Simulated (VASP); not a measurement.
Wanted: the native input for a VASP 6.6.1 run.

- Task: single point
- Functional: PBE-based screened hybrid with 20 % exact exchange
- Potentials or basis: VASP PAW PBE potentials, release 64 (Si, C)
- Cutoff: 520 eV
- k mesh: 5 × 5 × 3
- Occupations: fermi-dirac, width 0.05 eV
- Spin: no spin polarisation
- Dipole correction: no
- Grid for exact exchange (PRECFOCK): Normal
- Share of exact exchange: 0.2
- Further INCAR settings: ALGO = Normal; EDIFF = 1e-06; NBANDS = 16
- Screening parameter: 0.2 1/Å

The system is SiC.

```
Si C
1.0
     3.07600    0.00000    0.00000
    -1.53800    2.66389    0.00000
     0.00000    0.00000    5.04800
Si C
2 2
Cartesian
  1.5380 0.8880 2.5240
  0.0000 1.7759 0.0000
  1.5380 0.8880 4.4675
  0.0000 1.7759 1.9435
```

One way to write it, as run:

POSCAR

```
SiC
1.0
    3.0760000000      0.0000000000      0.0000000000
   -1.5380000000      2.6638941420      0.0000000000
    0.0000000000      0.0000000000      5.0480000000
Si C
2 2
Direct
    0.6666666667      0.3333333333      0.5000000000
    0.3333333333      0.6666666667      0.0000000000
    0.6666666667      0.3333333333      0.8850000000
    0.3333333333      0.6666666667      0.3850000000
```

INCAR.step1

```
PREC = Accurate ; ENCUT = 520
EDIFF = 1E-5 ; ISMEAR = -1
SIGMA = 0.05 ; LREAL = F
LASPH = T ; NELM = 60
ALGO = Normal ; ISIF = 2
LWAVE = T ; LCHARG = F
GGA = PE ; NBANDS = 16
```

INCAR.step2

```
PREC = Accurate ; ENCUT = 520
EDIFF = 1E-6 ; ISMEAR = -1
SIGMA = 0.05 ; LREAL = F
LASPH = T ; NELM = 60
ALGO = Normal ; ISIF = 2
LWAVE = F ; LCHARG = F
GGA = PE ; LHFCALC = T
AEXX = 0.2 ; HFSCREEN = 0.2
PRECFOCK = Normal ; ISTART = 1
NBANDS = 16
```

KPOINTS

```
regular mesh
0
Gamma
  5 5 3
```

Potentials or basis: VASP PAW PBE potentials, release 64 (Si, C).

Run with:

```sh
$ cat potpaw_PBE.64/Si/POTCAR potpaw_PBE.64/C/POTCAR > POTCAR
$ cp INCAR.step1 INCAR
$ mpirun -np 1 vasp_std > vasp.out
$ cp INCAR.step2 INCAR
$ mpirun -np 1 vasp_std > vasp.out
```

Results of the run:

- Pressure: -0.4 GPa
- Largest force: 0.757 eV/Å
- Band gap on the k mesh: 3.58 eV (least direct gap 5.10 eV)

Caveat: the k points lie up to 0.47 Å⁻¹ apart; the PAW data sets were made with another functional, which shifts forces and pressure a little.

Wall time 5.9 min on 1 thread of Intel(R) Xeon(R) Platinum 8488C (Sapphire Rapids) (shared host), peak memory 0.25 GiB.
